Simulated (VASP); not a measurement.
# Pd (Fm-3m) in VASP: a series of runs

Pd is run at these levels: r2SCAN; tasks: single point.

Program: VASP 6.6.1. These are calculated values, not measurements. Logs are shortened: lines on timing, memory, paths and dates and some standing lists are left out, and cuts for length are marked.

## Step 1: The cell of the first run

Symmetry: Fm-3m, No. 225, cubic system. Conventional cell: a = 3.907 Å, b = 3.907 Å, c = 3.907 Å, α = 90.00°, β = 90.00°, γ = 90.00°. Within 3.6 Å of Pd (site symmetry m-3m) lie 12 Pd at 2.76 Å.

## Step 2: Single point, r2SCAN

The input, POSCAR:

```
Pd
1.0
    0.0000000000     -1.9535908991     -1.9535908991
    1.9535908991      0.0000000000     -1.9535908991
    1.9535908991     -1.9535908991      0.0000000000
Pd
1
Direct
    0.0000000000      0.0000000000      0.0000000000
```

The input, INCAR.step1:

```
PREC     = Accurate       # precision mode
ENCUT    = 550            # plane-wave cutoff, eV
ISMEAR   = 0              # smearing method
SIGMA    = 0.1            # smearing width, eV
LREAL    = False          # projectors in reciprocal space
LASPH    = True           # aspherical terms in the spheres
NELM     = 120            # most SCF steps
NBANDS   = 11             # bands
GGA      = PE             # functional
ALGO     = Normal         # electronic algorithm
EDIFF    = 1E-5           # SCF threshold, eV
LWAVE    = True           # write WAVECAR
LCHARG   = False          # write CHGCAR
GGA_COMPAT= False
```

The input, INCAR.step2:

```
PREC     = Accurate       # precision mode
ENCUT    = 550            # plane-wave cutoff, eV
EDIFF    = 1E-6           # SCF threshold, eV
ISMEAR   = 0              # smearing method
SIGMA    = 0.1            # smearing width, eV
LREAL    = False          # projectors in reciprocal space
LASPH    = True           # aspherical terms in the spheres
NELM     = 120            # most SCF steps
ALGO     = Normal         # electronic algorithm
ISIF     = 2              # what is computed and relaxed
LWAVE    = False          # write WAVECAR
LCHARG   = True           # write CHGCAR
METAGGA  = R2SCAN         # meta-GGA
LMIXTAU  = True         
LELF     = True           # ELF
LVHAR    = True         
NBANDS   = 11             # bands
ISTART   = 1            
GGA_COMPAT= False
```

The input, KPOINTS:

```
regular mesh
0
Gamma
  18 18 18
```

Potentials or basis: VASP PAW PBE potentials, release 64 (Pd).

Started as:

```sh
> cat potpaw_PBE.64/Pd/POTCAR > POTCAR
> cp INCAR.step1 INCAR
> mpirun -np 1 vasp_std > vasp.out
> cp INCAR.step2 INCAR
> mpirun -np 1 vasp_std > vasp.out
```

OUTCAR:

```text
PREC = Accurate
   ENCUT = 550
   EDIFF = 1E-6
   ISMEAR = 0
   LREAL = False
   LASPH = True
   NELM = 120
   ISIF = 2
   METAGGA = R2SCAN
   ISTART = 1

 ion  position               nearest neighbor table
   1  0.000  0.000  0.000-

  LATTYP: Found a face centered cubic cell.
 ALAT       =     3.9071817982

  Lattice vectors:

 A1 = (   0.0000000000,  -1.9535908991,  -1.9535908991)
 A2 = (   1.9535908991,   0.0000000000,  -1.9535908991)
 A3 = (   1.9535908991,  -1.9535908991,   0.0000000000)

Analysis of symmetry for initial positions (statically):
=====================================================================
 Subroutine PRICEL returns:
 Original cell was already a primitive cell.

 Routine SETGRP: Setting up the symmetry group for a
 face centered cubic supercell.

 Subroutine GETGRP returns: Found 48 space group operations
 (whereof 48 operations were pure point group operations)
 out of a pool of 48 trial point group operations.

The static configuration has the point symmetry O_h .

Analysis of symmetry for dynamics (positions and initial velocities):
=====================================================================
 Subroutine PRICEL returns:
 Original cell was already a primitive cell.

 Routine SETGRP: Setting up the symmetry group for a
 face centered cubic supercell.

 Subroutine GETGRP returns: Found 48 space group operations
 (whereof 48 operations were pure point group operations)
 out of a pool of 48 trial point group operations.

The dynamic configuration has the point symmetry O_h .

 Subroutine INISYM returns: Found 48 space group operations
 (whereof 48 operations are pure point group operations),
 and found     1 'primitive' translations

----------------------------------------------------------------------------------------

                                     Primitive cell

  volume of cell :      14.9118

  direct lattice vectors                    reciprocal lattice vectors
     0.000000000 -1.953590899 -1.953590899    -0.255938948 -0.255938948 -0.255938948
     1.953590899  0.000000000 -1.953590899     0.255938948  0.255938948 -0.255938948
     1.953590899 -1.953590899  0.000000000     0.255938948 -0.255938948  0.255938948

  length of vectors
     2.762794745  2.762794745  2.762794745     0.443299262  0.443299262  0.443299262

  position of ions in fractional coordinates (direct lattice)
     0.000000000  0.000000000  0.000000000

  ion indices of the primitive-cell ions
   primitive index   ion index
                 1           1

[... 78 lines left out ...]
   ISYM   =      2    0-nonsym 1-usesym 2-fastsym
   POTIM  = 0.5000    time-step for ionic-motion
   TEBEG  =    0.0;   TEEND  =   0.0 temperature during run
   PSTRESS=    0.0 pullay stress
   NELECT =      10.0000    total number of electrons
   NUPDOWN=      -1.0000    fix difference up-down
   EMIN   =  10.00;   EMAX   =-10.00  energy-range for DOS
   EFERMI =   0.00;   METHOD = LEGACY
   ISMEAR =     0;   SIGMA  =   0.10  broadening in eV -4-tet -1-fermi 0-gaus
   EFERMI_NEDOS =   21; number of points for ismear=-14 and -15
   IALGO  =     38    algorithm
   IMIX   =      4    mixing-type and parameters
     AMIX     =   0.40;   BMIX     =  1.00
     AMIX_MAG =   1.60;   BMIX_MAG =  1.00
  volume/ion in A,a.u.               =      14.91       100.63
  Fermi-wavevector in a.u.,A,eV,Ry     =   1.432951  2.707884 27.937486  2.053347
  Thomas-Fermi vector in A             =   2.552522
   LORBIT       =      0    0 simple, 1 ext, 2 COOP (PROOUT), +10 PAW based schemes
   METAGGA = R2SCAN    functional components
   LHFCALC =     F    Hartree Fock is set to
   AEXX    =    0.0000 exact exchange contribution
   IVDW    =     0    specifies the selected vdW correction
   LEPSILON=     F    determine dielectric tensor
   LRPA    =     F    only Hartree local field effects (RPA)
 non-spin polarized calculation
 Gauss-broadening in eV      SIGMA  =   0.10
  energy-cutoff  :      550.00
  volume of cell :       14.91
 maximum number of plane-waves:       448
 NGX is ok and might be reduce to    24
   NGX = 11   NGY = 11   NGZ = 11

 number of electron       9.9999998 magnetization

 Free energy of the ion-electron system (eV)
  ---------------------------------------------------
  ext. energy  EPLUGINS =         0.00000000
  ---------------------------------------------------
  free energy    TOTEN  =       -22.95462460 eV

  energy without entropy =      -22.94367597  energy(sigma->0) =      -22.94915029

 E-fermi :   9.4251     XC(G=0): -14.0517

 val. band max:        9.4096879287   @ k =   0.5000   0.1111   0.0000
 cond. band min:       9.4329755497   @ k =  -0.4444   0.3889   0.1111
 fundamental gap:      0.0232876210
 Fermi energy:         9.4250862877

 k-point     1 :       0.0000    0.0000    0.0000
  band No.  band energies     occupation
      1       2.3230      2.00000
      2       6.5593      2.00000
      3       6.5593      2.00000
      4       6.5593      2.00000
      5       8.1406      2.00000
      6       8.1406      2.00000
      7      27.4437      0.00000
      8      31.9188      0.00000
      9      32.3681      0.00000
     10      32.3681      0.00000
     11      32.3681      0.00000
[... 309 lines left out ...]
 k-point    24 :      -0.2222    0.0556    0.0000
  band No.  band energies     occupation
      1       4.0442      2.00000
      2       6.3739      2.00000
      3       6.8828      2.00000
      4       6.9114      2.00000
      5       8.0392      2.00000
      6       8.5778      2.00000
      7      24.9918      0.00000
      8      28.5080      0.00000
      9      31.9193      0.00000
     10      32.5133      0.00000
     11      35.0729      0.00000

 [... further k-points ...]

------------------------ aborting loop because EDIFF is reached ----------------------------------------

  FORCE on cell =-STRESS in cart. coord.  units (eV):
  Direction    XX          YY          ZZ          XY          YZ          ZX
  --------------------------------------------------------------------------------------
  -------------------------------------------------------------------------------------
  Total        0.0613739      0.0613739      0.0613739     -0.0000000      0.0000000      0.0000000
  in kB        6.5942179      6.5942179      6.5942179     -0.0000000      0.0000000      0.0000000
  external PRESSURE =       6.5942179 kB  Pullay stress =       0.0000000 kB

 VOLUME and BASIS-vectors are now :
 -----------------------------------------------------------------------------
  energy-cutoff  :      550.00
  volume of cell :       14.91
      direct lattice vectors                 reciprocal lattice vectors
     0.000000000 -1.953590899 -1.953590899    -0.255938948 -0.255938948 -0.255938948
     1.953590899  0.000000000 -1.953590899     0.255938948  0.255938948 -0.255938948
     1.953590899 -1.953590899  0.000000000     0.255938948 -0.255938948  0.255938948

 POSITION                                       TOTAL-FORCE (eV/Angst)
 -----------------------------------------------------------------------------------
      0.00000      0.00000      0.00000        -0.000000      0.000000      0.000000
 -----------------------------------------------------------------------------------
    total drift:                               -0.000000      0.000000      0.000000

  FREE ENERGIE OF THE ION-ELECTRON SYSTEM (eV)
  ---------------------------------------------------
  free  energy   TOTEN  =       -22.9546246043 eV

  energy  without entropy=      -22.9436759743  energy(sigma->0) =      -22.94915029
```

OSZICAR.step1:

```text
N       E                     dE             d eps       ncg     rms          rms(c)
DAV:   1     0.438739077851E+02    0.43874E+02   -0.53522E+03  4290   0.892E+02
DAV:   2    -0.492279342977E+01   -0.48797E+02   -0.47180E+02  4847   0.186E+02
DAV:   3    -0.549455684091E+01   -0.57176E+00   -0.56750E+00  5141   0.214E+01
DAV:   4    -0.549711568944E+01   -0.25588E-02   -0.25585E-02  5183   0.152E+00
DAV:   5    -0.549714313832E+01   -0.27449E-04   -0.27448E-04  5729   0.143E-01    0.752E+00
DAV:   6    -0.523373956354E+01    0.26340E+00   -0.10884E+00  5283   0.847E+00    0.367E+00
DAV:   7    -0.522412966989E+01    0.96099E-02   -0.19802E-02  5618   0.946E-01    0.192E+00
DAV:   8    -0.522060506049E+01    0.35246E-02   -0.12039E-03  5323   0.295E-01    0.842E-02
DAV:   9    -0.522058842069E+01    0.16640E-04   -0.98130E-05  5458   0.842E-02    0.241E-02
DAV:  10    -0.522059299081E+01   -0.45701E-05   -0.63975E-06  3950   0.230E-02
   1 F= -.52205930E+01 E0= -.52146802E+01  d E =-.118256E-01
```

Wall time 75 s (1 thread of Intel Xeon Platinum 8488C (Sapphire Rapids), shared host); peak memory 0.16 GiB.

What came out:

```
Free energy            : -22.9546 eV
Pressure               : 0.7 GPa
Band gap on the k mesh : zero (band 5 reaches 9.73 eV, above the bottom of band 6 at 8.08 eV)
```

Caveat: the PAW data sets were made with another functional, which shifts forces and pressure a little.

## Step 3: Single point, r2SCAN

This run uses another cell than the first one, of 14.71 Å³/atom, 0.987 times its volume.

The input, POSCAR:

```
Pd
1.0
    0.0000000000      1.9449000000      1.9449000000
    1.9449000000      0.0000000000      1.9449000000
    1.9449000000      1.9449000000      0.0000000000
Pd
1
Direct
    0.0000000000      0.0000000000      0.0000000000
```

The input, INCAR.step1:

```
SYSTEM = Pd
PREC = Accurate
ENCUT = 550
ISMEAR = 0
SIGMA = 0.1
LREAL = .FALSE.
LASPH = .TRUE.
NELM = 120
NBANDS = 11
GGA = PE
ALGO = Normal
EDIFF = 1E-5
LWAVE = .TRUE.
LCHARG = .FALSE.
GGA_COMPAT = .FALSE.
```

The input, INCAR.step2:

```
SYSTEM = Pd
PREC = Accurate
ENCUT = 550
EDIFF = 1E-6
ISMEAR = 0
SIGMA = 0.1
LREAL = .FALSE.
LASPH = .TRUE.
NELM = 120
ALGO = Normal
ISIF = 2
LWAVE = .FALSE.
LCHARG = .FALSE.
METAGGA = R2SCAN
LMIXTAU = .TRUE.
NBANDS = 11
ISTART = 1
GGA_COMPAT = .FALSE.
```

The input, KPOINTS:

```
regular mesh
0
G
  8 8 8
  0 0 0
```

Potentials or basis: VASP PAW PBE potentials, release 64 (Pd).

Started as:

```sh
> cat potpaw_PBE.64/Pd/POTCAR > POTCAR
> cp INCAR.step1 INCAR
> mpirun -np 1 vasp_std > vasp.out
> cp INCAR.step2 INCAR
> mpirun -np 1 vasp_std > vasp.out
```

It took 59 s on 1 thread of Intel Xeon 8259CL, shared host; peak memory 0.14 GiB.

The run converged. Its results:

| Quantity | Value |
| --- | --- |
| Free energy | -22.9298 eV |
| Pressure | 4.2 GPa |
| Band gap on the k mesh | zero (band 5 reaches 10.01 eV, above the bottom of band 6 at 8.32 eV) |

Levels at points of the mesh, in eV from the Fermi level:
```
           k point  band 1  band 2  band 3  band 4  band 5  band 6  band 7  band 8  band 9  band 10
(0.00, 0.00, 0.00)   -7.31   -3.01   -3.01   -3.01   -1.38   -1.38   17.92   22.47   22.91    22.91
(0.50, 0.00, 0.00)   -5.53   -3.08   -3.08   -0.10   -0.10    1.17    7.65   17.30   22.06    22.06
(0.50, 0.50, 0.00)   -5.65   -5.37   -0.16    0.24    0.24    3.56   11.24   13.84   13.84    21.93
```

Caveat: the PAW data sets were made with another functional, which shifts forces and pressure a little.
